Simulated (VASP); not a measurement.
Input of a VASP 6.6.1 run:

File INCAR:

```
PREC = Accurate
ENCUT = 600
EDIFF = 1E-7
ISMEAR = -1
SIGMA = 0.05
LREAL = F
LASPH = T
NELM = 60
ALGO = Normal
ISIF = 3
LWAVE = F
LCHARG = F
GGA = PE
IBRION = 2
NSW = 60
EDIFFG = -0.005
```

Contents of KPOINTS:

```
Automatic mesh
0
Gamma
  16 16 9
```

The input POSCAR:

```
Ge
1.0
    3.0031658500      0.0000000000      0.0000000000
   -1.5015829250      2.6008179178      0.0000000000
    0.0000000000      0.0000000000      4.8651286769
Ge
2
Direct
    0.3333333333      0.6666666667      0.2500000000
    0.6666666667      0.3333333333      0.7500000000
```

Potentials or basis: VASP PAW PBE potentials, release 64 (Ge_d).

Run with:

```bash
$ cat potpaw_PBE.64/Ge_d/POTCAR > POTCAR
$ mpirun -np 1 vasp_std > vasp.out
```

(1) Predict the relaxed cell.

(2) Predict the space group after relaxing (to 0.1 Å).

Results:

(1) a = 3.003 Å, b = 3.003 Å, c = 4.942 Å, α = 90.00°, β = 90.00°, γ = 120.00°.

(2) P6_3/mmc (No. 194).
